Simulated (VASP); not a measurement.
# SrTiO3 (Pm-3m) in VASP: further runs, part 2 of 2

VASP 6.6.1. The steps go on from the part before.

**4. Relaxation of cell and atoms, LDA**

This run uses another cell than the first one, of 12.20 Å³/atom.

The input, INCAR:

```
SYSTEM = SrTiO3
  PREC = Accurate
  ENCUT = 600
  EDIFF = 1E-7
  ISMEAR = -1
  SIGMA = 0.02
  LREAL = .False.
  LASPH = .True.
  NELM = 60
  ALGO = Normal
  ISIF = 3
  LWAVE = .False.
  LCHARG = .False.
  GGA = CA
  IBRION = 2
  NSW = 80
  EDIFFG = -0.005
```

The input, KPOINTS:

```
regular mesh
0
Gamma
  6 6 6
  0 0 0
```

The input, POSCAR:

```
SrTiO3
1.0
    3.9364184694      0.0000000000      0.0000000000
    0.0000000000      3.9364184694      0.0000000000
    0.0000000000      0.0000000000      3.9364184694
Sr Ti O
1 1 3
Direct
    0.5000000000      0.5000000000      0.5000000000
    0.0000000000      0.0000000000      0.0000000000
    0.5000000000      0.0000000000      0.0000000000
    0.0000000000      0.5000000000      0.0000000000
    0.0000000000      0.0000000000      0.5000000000
```

Potentials or basis: VASP PAW LDA potentials, release 64 (Sr_sv, Ti_sv, O).

Command:

```console
$ cat potpaw_LDA.64/Sr_sv/POTCAR potpaw_LDA.64/Ti_sv/POTCAR potpaw_LDA.64/O/POTCAR > POTCAR
$ mpirun -np 1 vasp_std > vasp.out
```

OUTCAR:

```text
SYSTEM = SrTiO3
   PREC = Accurate
   ENCUT = 600
   EDIFF = 1E-7
   ISMEAR = -1
   LREAL = .False.
   LASPH = .True.
   NELM = 60
   ISIF = 3
   GGA = CA
   IBRION = 2
   NSW = 80
   EDIFFG = -0.005

 ion  position               nearest neighbor table
   1  0.500  0.500  0.500-   3 2.78   4 2.78   5 2.78   3 2.78   4 2.78   3 2.78   5 2.78   3 2.78
                             4 2.78   5 2.78   4 2.78   5 2.78   2 3.41   2 3.41   2 3.41   2 3.41
   2  0.000  0.000  0.000-   3 1.97   4 1.97   5 1.97   5 1.97   4 1.97   3 1.97   1 3.41   1 3.41
                             1 3.41   1 3.41   1 3.41   1 3.41   1 3.41   1 3.41
   3  0.500  0.000  0.000-   2 1.97   2 1.97   1 2.78   1 2.78   1 2.78   1 2.78
   4  0.000  0.500  0.000-   2 1.97   2 1.97   1 2.78   1 2.78   1 2.78   1 2.78
   5  0.000  0.000  0.500-   2 1.97   2 1.97   1 2.78   1 2.78   1 2.78   1 2.78

  LATTYP: Found a simple cubic cell.
 ALAT       =     3.9364184694

  Lattice vectors:

 A1 = (   3.9364184694,   0.0000000000,   0.0000000000)
 A2 = (   0.0000000000,   3.9364184694,   0.0000000000)
 A3 = (   0.0000000000,   0.0000000000,   3.9364184694)

Analysis of symmetry for initial positions (statically):
=====================================================================
 Subroutine PRICEL returns:
 Original cell was already a primitive cell.

 Routine SETGRP: Setting up the symmetry group for a
 simple cubic supercell.

 Subroutine GETGRP returns: Found 48 space group operations
 (whereof 48 operations were pure point group operations)
 out of a pool of 48 trial point group operations.

The static configuration has the point symmetry O_h .

Analysis of symmetry for dynamics (positions and initial velocities):
=====================================================================
 Subroutine PRICEL returns:
 Original cell was already a primitive cell.

 Routine SETGRP: Setting up the symmetry group for a
 simple cubic supercell.

 Subroutine GETGRP returns: Found 48 space group operations
 (whereof 48 operations were pure point group operations)
 out of a pool of 48 trial point group operations.

The dynamic configuration has the point symmetry O_h .

[... 110 lines left out ...]
   NELECT =      40.0000    total number of electrons
   NUPDOWN=      -1.0000    fix difference up-down
   EMIN   =  10.00;   EMAX   =-10.00  energy-range for DOS
   EFERMI =   0.00;   METHOD = LEGACY
   ISMEAR =    -1;   SIGMA  =   0.02  broadening in eV -4-tet -1-fermi 0-gaus
   EFERMI_NEDOS =   21; number of points for ismear=-14 and -15
   IALGO  =     38    algorithm
   IMIX   =      4    mixing-type and parameters
     AMIX     =   0.40;   BMIX     =  1.00
     AMIX_MAG =   1.60;   BMIX_MAG =  1.00
  volume/ion in A,a.u.               =      12.20        82.32
  Fermi-wavevector in a.u.,A,eV,Ry     =   1.422308  2.687772 27.524032  2.022959
  Thomas-Fermi vector in A             =   2.543025
   LORBIT       =      0    0 simple, 1 ext, 2 COOP (PROOUT), +10 PAW based schemes
   GGA     = CA    functional components
   LHFCALC =     F    Hartree Fock is set to
   AEXX    =    0.0000 exact exchange contribution
   IVDW    =     0    specifies the selected vdW correction
   LEPSILON=     F    determine dielectric tensor
   LRPA    =     F    only Hartree local field effects (RPA)
 conjugate gradient relaxation of ions
 non-spin polarized calculation
  energy-cutoff  :      600.00
  volume of cell :       61.00
 maximum number of plane-waves:      2054
 NGX is ok and might be reduce to    32
   NGX = 15   NGY = 15   NGZ = 15

--------------------------------------- Ionic step        1  -------------------------------------------

 number of electron      39.9999974 magnetization

 Free energy of the ion-electron system (eV)
  ---------------------------------------------------
  ext. energy  EPLUGINS =         0.00000000
  ---------------------------------------------------
  free energy    TOTEN  =       -44.07243811 eV

  energy without entropy =      -44.07243811  energy(sigma->0) =      -44.07243811

------------------------ aborting loop because EDIFF is reached ----------------------------------------

  FORCE on cell =-STRESS in cart. coord.  units (eV):
  Direction    XX          YY          ZZ          XY          YZ          ZX
  --------------------------------------------------------------------------------------
  -------------------------------------------------------------------------------------
  Total       -3.9671855     -3.9671855     -3.9671855     -0.0000000      0.0000000     -0.0000000
  in kB     -104.2051798   -104.2051798   -104.2051798     -0.0000000      0.0000000     -0.0000000
  external PRESSURE =    -104.2051798 kB  Pullay stress =       0.0000000 kB
[... 182 lines left out ...]
--------------------------------------- Ionic step        6  -------------------------------------------

 number of electron      39.9999996 magnetization

 Free energy of the ion-electron system (eV)
  ---------------------------------------------------
  ext. energy  EPLUGINS =         0.00000000
  ---------------------------------------------------
  free energy    TOTEN  =       -44.19280103 eV

  energy without entropy =      -44.19280103  energy(sigma->0) =      -44.19280103

 E-fermi :   4.5878     XC(G=0): -11.9792

 val. band max:        4.1723890972   @ k =   0.5000   0.5000   0.5000
 cond. band min:       5.9816573756   @ k =   0.0000   0.0000   0.0000
 fundamental gap:      1.8092682784
 Fermi energy:         4.5877789253

 k-point     1 :       0.0000    0.0000    0.0000
  band No.  band energies     occupation
      1     -51.4132      2.00000
      2     -28.2179      2.00000
      3     -28.0908      2.00000
      4     -28.0908      2.00000
      5     -28.0908      2.00000
      6     -13.0866      2.00000
[... 561 lines left out ...]
  FREE ENERGIE OF THE ION-ELECTRON SYSTEM (eV)
  ---------------------------------------------------
  free  energy   TOTEN  =       -44.1928010347 eV

  energy  without entropy=      -44.1928010347  energy(sigma->0) =      -44.19280103

 reached required accuracy - stopping structural energy minimisation
```

CONTCAR:

```text
SrTiO3
   1.00000000000000
     3.8595108314440698   -0.0000000000000000    0.0000000000000000
    -0.0000000000000000    3.8595108314440698   -0.0000000000000000
     0.0000000000000000   -0.0000000000000000    3.8595108314440698
  Sr              Ti              O
     1     1     3
Direct
     0.5000000000000000    0.5000000000000000    0.5000000000000000
     0.0000000000000000    1.0000000000000000    0.0000000000000000
     0.5000000000000000    1.0000000000000000    0.0000000000000000
     0.0000000000000000    0.5000000000000000    0.0000000000000000
     0.0000000000000000    1.0000000000000000    0.5000000000000000

  0.00000000E+00  0.00000000E+00  0.00000000E+00
  0.00000000E+00  0.00000000E+00  0.00000000E+00
  0.00000000E+00  0.00000000E+00  0.00000000E+00
  0.00000000E+00  0.00000000E+00  0.00000000E+00
  0.00000000E+00  0.00000000E+00  0.00000000E+00
```

Run time: 2.2 min. Hardware: 1 thread of AMD EPYC 7R43 (Zen 3), shared host; peak memory 0.16 GiB.

What came out:

* Free energy: -44.1928 eV
* Relaxed volume: 11.50 Å³/atom
* Relaxed cell: a = 3.860 Å, b = 3.860 Å, c = 3.860 Å, α = 90.00°, β = 90.00°, γ = 90.00°
* Space group after relaxing (to 0.1 Å): Pm-3m (No. 221)
* Energy gained by relaxing: 24.1 meV/atom
* Ionic steps: 6
* Pressure after relaxing: 0.0 GPa
* Band gap on the k mesh: 1.81 eV (least direct gap 2.14 eV)

The path:
```csv
step,energy change (eV),largest force (eV/Å),pressure (GPa),volume (Å³)
1,0.0000,0.0000,-10.42,61.00
2,0.0062,0.0000,13.24,54.26
3,-0.1204,0.0000,-0.11,57.52
4,-0.1203,0.0000,0.13,57.45
5,-0.1204,0.0000,-0.11,57.52
6,-0.1204,0.0000,0.00,57.49
```

Final structure:
```
CELL_PARAMETERS angstrom
3.85951 0.00000 0.00000
0.00000 3.85951 0.00000
0.00000 0.00000 3.85951
ATOMIC_POSITIONS crystal
Sr 0.50000 0.50000 0.50000
Ti 0.00000 0.00000 0.00000
O 0.50000 0.00000 0.00000
O 0.00000 0.50000 0.00000
O 0.00000 0.00000 0.50000
```

Levels at points of the mesh, in eV from the valence-band top:
```tsv
k point	band 18	band 19	band 20	band 21	band 22	band 23
(0.00, 0.00, 0.00)	-0.34	-0.34	-0.34	1.81	1.81	1.81
(0.50, 0.00, 0.00)	-2.16	-0.73	-0.73	2.01	3.92	3.92
(0.50, 0.50, 0.00)	-1.62	-1.62	-0.10	3.93	3.93	4.39
(0.50, 0.50, 0.50)	0.00	0.00	0.00	4.65	4.65	4.65
```

A k mesh can miss the band edges. A hybrid or GW would open this gap; LDA tends to underestimate it.

**5. Single point, r2SCAN (11.21 Å³/atom)**

This run uses another cell than the first one, of 11.21 Å³/atom.

POSCAR, as its differences from that of step 4:

```diff
@@ -2,5 +2,5 @@
 1.0
-    3.9364184694      0.0000000000      0.0000000000
-    0.0000000000      3.9364184694      0.0000000000
-    0.0000000000      0.0000000000      3.9364184694
+    3.8270974584      0.0000000000      0.0000000000
+    0.0000000000      3.8270974584      0.0000000000
+    0.0000000000      0.0000000000      3.8270974584
 Sr Ti O
```

The input, INCAR.step1:

```
PREC = Accurate ; ENCUT = 910
ISMEAR = 0 ; SIGMA = 0.01
LREAL = False ; LASPH = True
NELM = 120 ; NBANDS = 28
GGA = PE ; ALGO = Normal
EDIFF = 1E-5 ; LWAVE = True
LCHARG = False ; GGA_COMPAT = False
```

The input, INCAR.step2:

```
PREC = Accurate ; ENCUT = 910
EDIFF = 1E-6 ; ISMEAR = 0
SIGMA = 0.01 ; LREAL = False
LASPH = True ; NELM = 120
ALGO = Normal ; ISIF = 2
LWAVE = False ; LCHARG = False
METAGGA = R2SCAN ; LMIXTAU = True
NBANDS = 28 ; ISTART = 1
GGA_COMPAT = False
```

The input, KPOINTS:

```
Automatic mesh
0
Gamma
  6 6 6
```

Potentials or basis: VASP PAW PBE potentials, release 64 (Sr_sv, Ti_sv, O_h).

Command:

```console
$ cat potpaw_PBE.64/Sr_sv/POTCAR potpaw_PBE.64/Ti_sv/POTCAR potpaw_PBE.64/O_h/POTCAR > POTCAR
$ cp INCAR.step1 INCAR
$ mpirun -np 1 vasp_std > vasp.out
$ cp INCAR.step2 INCAR
$ mpirun -np 1 vasp_std > vasp.out
```

It took 3.7 min on 1 thread of Intel Xeon Platinum 8259CL at 2.50GHz (Skylake/Cascade Lake), shared host; peak memory 0.31 GiB.

Results (log left out):

* Free energy: -63.1942 eV
* Pressure: 14.3 GPa
* Band gap on the k mesh: 2.42 eV (least direct gap 2.75 eV)

Levels at points of the mesh, in eV from the valence-band top:
```tsv
k point	band 17	band 18	band 19	band 20	band 21	band 22	band 23	band 24
(0.00, 0.00, 0.00)	-1.32	-0.34	-0.34	-0.34	2.42	2.42	2.42	5.07
(0.50, 0.00, 0.00)	-2.51	-2.20	-0.75	-0.75	2.61	4.53	4.53	5.10
(0.50, 0.50, 0.00)	-1.73	-1.67	-1.67	-0.10	4.54	4.54	5.05	6.24
(0.50, 0.50, 0.50)	-3.97	0.00	0.00	0.00	5.31	5.31	5.31	7.89
```

Caveat: the cutoff is under 1.25 times the usual one of these potentials, so pressure, stress and relaxed cells hold a basis-set (Pulay) error; the cell stands under pressure; the PAW data sets were made with another functional, which shifts forces and pressure a little.

**6. Overview**

```tsv
task	level	potentials or basis	cell	cutoff (eV)	smearing	gap on the mesh (eV)	pressure (GPa)	relaxed volume (Å³/atom)
relaxation of cell and atoms	PBE	VASP PAW PBE potentials, release 64 (Sr_sv, Ti_sv, O)	relaxed from a = 3.905 Å, 5 atoms	600	fermi-dirac 0.02 eV	1.81	0.0	12.23
relaxation of cell and atoms	PBEsol	VASP PAW PBE potentials, release 64 (Sr_sv, Ti_sv, O)	relaxed from a = 3.936 Å, 5 atoms	600	fermi-dirac 0.02 eV	1.81	0.0	11.82
relaxation of cell and atoms	LDA	VASP PAW LDA potentials, release 64 (Sr_sv, Ti_sv, O)	relaxed from a = 3.936 Å, 5 atoms	600	fermi-dirac 0.02 eV	1.81	0.0	11.50
single point	r2SCAN	VASP PAW PBE potentials, release 64 (Sr_sv, Ti_sv, O_h)	a = 3.827 Å, 5 atoms	910	gaussian 0.01 eV	2.42	14.3	-
```

Alike in all rows: no spin polarisation; k mesh 6 × 6 × 6.

Caveats: the PAW data sets were made with another functional, which shifts forces and pressure a little (at least some runs); the cutoff is under 1.25 times the usual one of these potentials, so pressure, stress and relaxed cells hold a basis-set (Pulay) error (at least some runs); the cell stands under pressure (at least some runs).

Total energies depend on the potentials used, so only differences within one code and one set of settings carry meaning.
